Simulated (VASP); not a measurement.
# Ce (P6_3/mmc) in VASP: further runs

The runs below take Ce through single point, with LDA.

Everything below comes from runs of VASP 6.6.1. Logs are shortened: lines on timing, memory, paths and dates and some standing lists are left out, and cuts for length are marked.

### Step 1. The cell of the first run

The structure is hexagonal, space group P6_3/mmc (No. 194). The conventional cell has a = 3.164 Å, b = 3.164 Å, c = 5.866 Å, α = 90.00°, β = 90.00°, γ = 120.00°. Within 4.2 Å of Ce (site symmetry -6m2) lie 12 Ce at 3.16 to 3.46 Å.

### Step 2. Single point, LDA

The input, INCAR:

```
SYSTEM = Ce
PREC = Accurate
ENCUT = 520
EDIFF = 1E-6
ISMEAR = -1
SIGMA = 0.05
LREAL = .False.
LASPH = .True.
NELM = 100
ALGO = Normal
ISIF = 2
LWAVE = .False.
LCHARG = .False.
GGA = CA
NBANDS = 19
```

The input, KPOINTS:

```
Automatic mesh
0
Gamma
  15 15 7
  0 0 0
```

The input, POSCAR:

```
Ce
1.0
    3.1635053011      0.0000000000      0.0000000000
   -1.5817526506      2.7396759558      0.0000000000
    0.0000000000      0.0000000000      5.8661531200
Ce
2
Direct
    0.3333333333      0.6666666667      0.2500000000
    0.6666666667      0.3333333333      0.7500000000
```

Potentials or basis: VASP PAW LDA potentials, release 64 (Ce).

The run is started by

```bash
cat potpaw_LDA.64/Ce/POTCAR > POTCAR
mpirun -np 1 vasp_std > vasp.out
```

OUTCAR:

```text
SYSTEM = Ce
   PREC = Accurate
   ENCUT = 520
   EDIFF = 1E-6
   ISMEAR = -1
   LREAL = .False.
   LASPH = .True.
   NELM = 100
   ISIF = 2
   GGA = CA

 ion  position               nearest neighbor table
   1  0.333  0.667  0.250-
   2  0.667  0.333  0.750-

  LATTYP: Found a hexagonal cell.
 ALAT       =     3.1635053011
 C/A-ratio  =     1.8543206227

  Lattice vectors:

 A1 = (   3.1635053011,   0.0000000000,   0.0000000000)
 A2 = (  -1.5817526506,   2.7396759558,   0.0000000000)
 A3 = (   0.0000000000,   0.0000000000,   5.8661531200)

Analysis of symmetry for initial positions (statically):
=====================================================================
 Subroutine PRICEL returns:
 Original cell was already a primitive cell.

 Routine SETGRP: Setting up the symmetry group for a
 hexagonal supercell.

 Subroutine GETGRP returns: Found 24 space group operations
 (whereof 12 operations were pure point group operations)
 out of a pool of 24 trial point group operations.

The static configuration has the point symmetry D_3d.
 The point group associated with its full space group is D_6h.

Analysis of symmetry for dynamics (positions and initial velocities):
=====================================================================
 Subroutine PRICEL returns:
 Original cell was already a primitive cell.

 Routine SETGRP: Setting up the symmetry group for a
 hexagonal supercell.

 Subroutine GETGRP returns: Found 24 space group operations
 (whereof 12 operations were pure point group operations)
 out of a pool of 24 trial point group operations.

The dynamic configuration has the point symmetry D_3d.
 The point group associated with its full space group is D_6h.

 Subroutine INISYM returns: Found 24 space group operations
 (whereof 12 operations are pure point group operations),
 and found     1 'primitive' translations

----------------------------------------------------------------------------------------

                                     Primitive cell

  volume of cell :      50.8418

  direct lattice vectors                    reciprocal lattice vectors
     3.163505301  0.000000000  0.000000000     0.316105050  0.182503335  0.000000000
    -1.581752651  2.739675956  0.000000000     0.000000000  0.365006671  0.000000000
     0.000000000  0.000000000  5.866153120     0.000000000  0.000000000  0.170469468

  length of vectors
     3.163505301  3.163505301  5.866153120     0.365006671  0.365006671  0.170469468

  position of ions in fractional coordinates (direct lattice)
     0.333333333  0.666666667  0.250000000
     0.666666667  0.333333333  0.750000000

  ion indices of the primitive-cell ions
   primitive index   ion index
                 1           1
                 2           2

----------------------------------------------------------------------------------------

 KPOINTS: Automatic mesh

Automatic generation of k-mesh.
 Grid dimensions read from file:
 generate k-points for:   15   15    7

 Generating k-lattice:

  Cartesian coordinates                     Fractional coordinates (reciprocal lattice)
     0.021073670  0.012166889  0.000000000     0.066666667 -0.000000000  0.000000000
     0.000000000  0.024333778  0.000000000     0.000000000  0.066666667  0.000000000
     0.000000000  0.000000000  0.024352781     0.000000000  0.000000000  0.142857143

  Length of vectors
     0.024333778  0.024333778  0.024352781

  Shift w.r.t. Gamma in fractional coordinates (k-lattice)
     0.000000000  0.000000000  0.000000000

 Subroutine IBZKPT returns following result:
 ===========================================

 Found    108 irreducible k-points:

 Following reciprocal coordinates:
            Coordinates               Weight
  0.000000  0.000000  0.000000      1.000000
  0.066667  0.000000  0.000000      6.000000
  0.133333  0.000000  0.000000      6.000000
  0.200000 -0.000000  0.000000      6.000000
  0.266667  0.000000  0.000000      6.000000
  0.333333  0.000000  0.000000      6.000000
[... 16 lines left out ...]
  0.333333  0.200000  0.000000     12.000000
  0.400000  0.200000  0.000000      6.000000
 [... further k-points ...]
   k-points           NKPTS =    108   k-points in BZ     NKDIM =    108   number of bands    NBANDS=     19
   number of dos      NEDOS =    301   number of ions     NIONS =      2
   total plane-waves  NPLWV =  27648
   dimension x,y,z NGX =    24 NGY =   24 NGZ =   48
   dimension x,y,z NGXF=    48 NGYF=   48 NGZF=   96
   ions per type =               2
   NGX,Y,Z   is equivalent  to a cutoff of  12.61, 12.61, 13.60 a.u.
   NGXF,Y,Z  is equivalent  to a cutoff of  25.22, 25.22, 27.21 a.u.
 SYSTEM =  Ce
   PREC   = accura    normal or accurate (medium, high low for compatibility)
   ISTART =      0    job   : 0-new  1-cont  2-samecut
   ICHARG =      2    charge: 1-file 2-atom 10-const
   ISPIN  =      1    spin polarized calculation?
   LNONCOLLINEAR =      F non collinear calculations
   LSORBIT =      F    spin-orbit coupling
   LASPH  =      T    aspherical Exc in radial PAW
   ENCUT  =  520.0 eV  38.22 Ry    6.18 a.u.   5.88  5.88 10.91*2*pi/ulx,y,z
   NELM   =    100;   NELMIN=  2; NELMDL= -5     # of ELM steps
   EDIFF  = 0.1E-05   stopping-criterion for ELM
   LREAL  =      F    real-space projection
   EDIFFG = 0.1E-04   stopping-criterion for IOM
   NSW    =      0    number of steps for IOM
   IBRION =     -1    ionic relax: 0-MD 1-quasi-New 2-CG
   NFREE  =      0    steps in history (QN), initial steepest desc. (CG)
   ISIF   =      2    stress and relaxation
   ISYM   =      2    0-nonsym 1-usesym 2-fastsym
   POTIM  = 0.5000    time-step for ionic-motion
   TEBEG  =    0.0;   TEEND  =   0.0 temperature during run
   PSTRESS=    0.0 pullay stress
   NELECT =      24.0000    total number of electrons
   NUPDOWN=      -1.0000    fix difference up-down
   EMIN   =  10.00;   EMAX   =-10.00  energy-range for DOS
   EFERMI =   0.00;   METHOD = LEGACY
   ISMEAR =    -1;   SIGMA  =   0.05  broadening in eV -4-tet -1-fermi 0-gaus
   EFERMI_NEDOS =   21; number of points for ismear=-14 and -15
   IALGO  =     38    algorithm
   IMIX   =      4    mixing-type and parameters
     AMIX     =   0.40;   BMIX     =  1.00
     AMIX_MAG =   1.60;   BMIX_MAG =  1.00
  volume/ion in A,a.u.               =      25.42       171.55
  Fermi-wavevector in a.u.,A,eV,Ry     =   1.274691  2.408816 22.107245  1.624837
  Thomas-Fermi vector in A             =   2.407445
   LORBIT       =      0    0 simple, 1 ext, 2 COOP (PROOUT), +10 PAW based schemes
   GGA     = CA    functional components
   LHFCALC =     F    Hartree Fock is set to
   AEXX    =    0.0000 exact exchange contribution
   IVDW    =     0    specifies the selected vdW correction
   LEPSILON=     F    determine dielectric tensor
   LRPA    =     F    only Hartree local field effects (RPA)
 non-spin polarized calculation
  energy-cutoff  :      520.00
  volume of cell :       50.84
 maximum number of plane-waves:      1386
 NGX is ok and might be reduce to    24
   NGX = 11   NGY = 11   NGZ = 21

 number of electron      24.0000000 magnetization

 Free energy of the ion-electron system (eV)
  ---------------------------------------------------
  ext. energy  EPLUGINS =         0.00000000
  ---------------------------------------------------
  free energy    TOTEN  =       -13.57476976 eV

  energy without entropy =      -13.52017037  energy(sigma->0) =      -13.54747007

 E-fermi :   9.4496     XC(G=0): -11.6774

 val. band max:        9.4483932209   @ k =   0.1333   0.0000   0.1429
 cond. band min:       9.4499902667   @ k =   0.4667   0.0667   0.0000
 fundamental gap:      0.0015970457
 Fermi energy:         9.4495836902

 k-point     1 :       0.0000    0.0000    0.0000
  band No.  band energies     occupation
      1     -25.1315      2.00000
      2     -24.7520      2.00000
      3      -9.0706      2.00000
      4      -6.5694      2.00000
      5      -6.0223      2.00000
      6      -6.0223      2.00000
[... 11 lines left out ...]
     18      10.1599      0.00000
     19      10.1600      0.00000

 k-point     2 :       0.0667    0.0000    0.0000
  band No.  band energies     occupation
      1     -25.1036      2.00000
      2     -24.7299      2.00000
      3      -9.0279      2.00000
      4      -6.5675      2.00000
      5      -6.2017      2.00000
      6      -6.0683      2.00000
[... 11 lines left out ...]
     18      10.1707      0.00000
     19      10.1743      0.00000

 k-point     3 :       0.1333    0.0000    0.0000
  band No.  band energies     occupation
      1     -25.0233      2.00000
      2     -24.6675      2.00000
      3      -8.9031      2.00000
      4      -6.6851      2.00000
      5      -6.5652      2.00000
      6      -6.4588      2.00000
[... 11 lines left out ...]
     18      10.2008      0.00000
     19      10.2321      0.00000

 k-point     4 :       0.2000   -0.0000    0.0000
  band No.  band energies     occupation
      1     -24.9002      2.00000
      2     -24.5746      2.00000
      3      -8.7056      2.00000
      4      -7.3442      2.00000
      5      -7.0953      2.00000
      6      -6.5723      2.00000
[... 11 lines left out ...]
     18      10.1711      0.00000
     19      10.2689      0.00000

 k-point     5 :       0.2667    0.0000    0.0000
  band No.  band energies     occupation
      1     -24.7511      2.00000
      2     -24.4675      2.00000
      3      -8.4519      2.00000
      4      -8.0403      2.00000
      5      -7.7651      2.00000
      6      -6.6023      2.00000
[... 11 lines left out ...]
     18      10.2171      0.00000
     19      10.2261      0.00000
[... 334 lines left out ...]
      2     -24.3421      2.00000
      3      -8.4048      2.00000
      4      -8.3607      2.00000
      5      -8.0987      2.00000
      6      -7.0698      2.00000
[... 11 lines left out ...]
     18      10.1853      0.00000
     19      10.2318      0.00000

 k-point    22 :       0.2667    0.2000    0.0000
  band No.  band energies     occupation
      1     -24.4366      2.00000
      2     -24.2726      2.00000
      3      -8.7506      2.00000
      4      -8.5880      2.00000
      5      -7.8340      2.00000
      6      -7.3971      2.00000
[... 11 lines left out ...]
     18      10.1317      0.00000
     19      10.2632      0.00000

 k-point    23 :       0.3333    0.2000    0.0000
  band No.  band energies     occupation
      1     -24.3417      2.00000
      2     -24.2328      2.00000
      3      -8.9832      2.00000
      4      -8.7138      2.00000
      5      -7.6448      2.00000
      6      -7.5957      2.00000
[... 11 lines left out ...]
     18      10.1723      0.00000
     19      10.2855      0.00000

 k-point    24 :       0.4000    0.2000    0.0000
  band No.  band energies     occupation
      1     -24.3031      2.00000
      2     -24.2232      2.00000
      3      -9.0646      2.00000
      4      -8.7533      2.00000
      5      -7.7374      2.00000
      6      -7.4798      2.00000
[... 11 lines left out ...]
     18      10.2521      0.00000
     19      10.2931      0.00000

 [... further k-points ...]
[... 5 lines left out ...]
  --------------------------------------------------------------------------------------
  -------------------------------------------------------------------------------------
  Total       -1.5671193     -1.5671193     -1.7093740      0.0000000     -0.0000000      0.0000000
  in kB      -49.3845943    -49.3845943    -53.8674636      0.0000000     -0.0000000      0.0000000
  external PRESSURE =     -50.8788841 kB  Pullay stress =       0.0000000 kB

 VOLUME and BASIS-vectors are now :
 -----------------------------------------------------------------------------
  energy-cutoff  :      520.00
  volume of cell :       50.84
      direct lattice vectors                 reciprocal lattice vectors
     3.163505301  0.000000000  0.000000000     0.316105050  0.182503335  0.000000000
    -1.581752651  2.739675956  0.000000000     0.000000000  0.365006671  0.000000000
     0.000000000  0.000000000  5.866153120     0.000000000  0.000000000  0.170469468

 POSITION                                       TOTAL-FORCE (eV/Angst)
 -----------------------------------------------------------------------------------
     -0.00000      1.82645      1.46654        -0.000000      0.000000      0.000000
      1.58175      0.91323      4.39961         0.000000     -0.000000      0.000000
 -----------------------------------------------------------------------------------
    total drift:                               -0.000000      0.000000     -0.000000

  FREE ENERGIE OF THE ION-ELECTRON SYSTEM (eV)
  ---------------------------------------------------
  free  energy   TOTEN  =       -13.5747697637 eV

  energy  without entropy=      -13.5201703724  energy(sigma->0) =      -13.54747007
```

Wall time 100 s (1 thread of Intel Xeon Platinum 8259CL at 2.50GHz (Skylake/Cascade Lake), shared host); peak memory 0.23 GiB.

What came out:

```
Free energy            : -13.5748 eV
Pressure               : -5.1 GPa
Band gap on the k mesh : zero (band 12 reaches 9.75 eV, above the bottom of band 13 at 9.21 eV)
```

Caveat: spin-orbit coupling is left out, which moves the levels of the heavy elements.

### Step 3. Single point, LDA (volume scaled by 0.98)

The input, INCAR:

```
ALGO = Normal ; EDIFF = 1E-6
ENCUT = 520 ; ISIF = 2
ISMEAR = -1 ; LASPH = T
LCHARG = T ; LELF = T
LREAL = F ; LVHAR = T
LWAVE = F ; NBANDS = 19
NELM = 100 ; PREC = Accurate
SIGMA = 0.05
```

The input, KPOINTS:

```
k-points
0
Gamma
  15 15 7
```

The input, POSCAR:

```
Ce
1.0
    3.1422730822      0.0000000000      0.0000000000
   -1.5711365411      2.7212883148      0.0000000000
    0.0000000000      0.0000000000      5.8267817786
Ce
2
Direct
    0.3333333333      0.6666666667      0.2500000000
    0.6666666667      0.3333333333      0.7500000000
```

Potentials or basis: VASP PAW LDA potentials, release 64 (Ce).

The run is started by

```bash
cat potpaw_LDA.64/Ce/POTCAR > POTCAR
mpirun -np 1 vasp_std > vasp.out
```

Wall time 1.8 min (1 thread of Intel Xeon Platinum 8259CL at 2.50GHz (Skylake/Cascade Lake), shared host); peak memory 0.23 GiB.

The run converged. Its results:

```yaml
Free_energy: -13.6039 eV
Pressure: -4.6 GPa
Band_gap_on_the_k_mesh: zero (band 12 reaches 9.99 eV, above the bottom of band 13 at 9.46 eV)
```

Stress tensor (GPa, compression positive):
```
-4.49  0.00  0.00
 0.00 -4.49  0.00
 0.00  0.00 -4.71
```

Levels at points of the mesh, in eV from the Fermi level:
```tsv
k point	band 8	band 9	band 10	band 11	band 12	band 13	band 14	band 15	band 16	band 17
(0.00, 0.00, 0.00)	-15.18	-2.58	-1.63	-0.25	0.05	0.13	0.59	0.59	0.62	0.66
```

Caveat: spin-orbit coupling is left out, which moves the levels of the heavy elements. Spin polarisation is off, so any magnetic state and its effect on volume and gap are missing.
